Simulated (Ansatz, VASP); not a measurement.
**K in VASP and in Ansatz**

```
K
1.0
     4.65908    0.00000    0.00000
    -2.32954    4.03488    0.00000
     0.00000    0.00000    7.60982
K
2
Cartesian
  0.0000 2.6899 5.7074
  2.3295 1.3450 1.9025
```

Alike in both runs: task single point; functional HSE06; k mesh 6 × 6 × 4; occupations gaussian, width 0.05 eV; no spin polarisation.

|  | VASP | Ansatz |
| --- | --- | --- |
| version | VASP 6.6.1 | Ansatz 0.2.0 |
| potentials or method | VASP PAW PBE potentials, release 64 (K_sv), cutoff 520 eV | scalar-relativistic, plane waves, PAW |
| valence electrons in the cell | 18 | 18 |

|  | VASP | Ansatz | Ansatz less VASP |
| --- | --- | --- | --- |
| gap on the k mesh at the Fermi level (eV) | none | none | - |
| pressure (GPa) | 0.2 | 0.2 | +0.02 |
| traceless stress, the component that is largest in VASP (GPa) | -0.19 | -0.19 | -0.001 |

A gap of «none» marks a metal or a gap that the smearing closes. Ansatz's warnings: filled band counts differ across k points, stress exchange threshold loose, stress scf threshold loose.
